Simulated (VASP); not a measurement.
A run of VASP 6.6.1:

File INCAR:

```
SYSTEM = Sb
PREC     = Accurate       ! precision mode
ENCUT    = 520            ! plane-wave cutoff, eV
EDIFF    = 1E-6           ! SCF threshold, eV
ISMEAR   = 1              ! smearing method
SIGMA    = 0.1            ! smearing width, eV
LREAL    = .FALSE.        ! projectors in reciprocal space
LASPH    = .TRUE.         ! aspherical terms in the spheres
NELM     = 100            ! most SCF steps
ALGO     = Normal         ! electronic algorithm
ISIF     = 2              ! what is computed and relaxed
LWAVE    = .FALSE.        ! write WAVECAR
LCHARG   = .FALSE.        ! write CHGCAR
GGA      = PS             ! functional
NBANDS   = 8              ! bands
```

The input KPOINTS:

```
regular mesh
0
G
  14 14 14
  0 0 0
```

File POSCAR:

```
Sb
1.0
    3.0615049020      0.0000000000      0.0000000000
    0.0000000000      3.0615049020      0.0000000000
    0.0000000000      0.0000000000      3.0615049020
Sb
1
Direct
    0.0000000000      0.0000000000      0.0000000000
```

Potentials or basis: VASP PAW PBE potentials, release 64 (Sb).

The run is started by

```sh
$ cat potpaw_PBE.64/Sb/POTCAR > POTCAR
$ mpirun -np 1 vasp_std > vasp.out
```

Hardware: 1 thread of Intel Xeon 8259CL, on a shared host.

Q: Estimate the wall time of this run.

A: Run time: 16 s on 1 thread of Intel Xeon 8259CL, on a shared host, peak memory 0.15 GiB. Counts: scf iterations 9, k points 120.
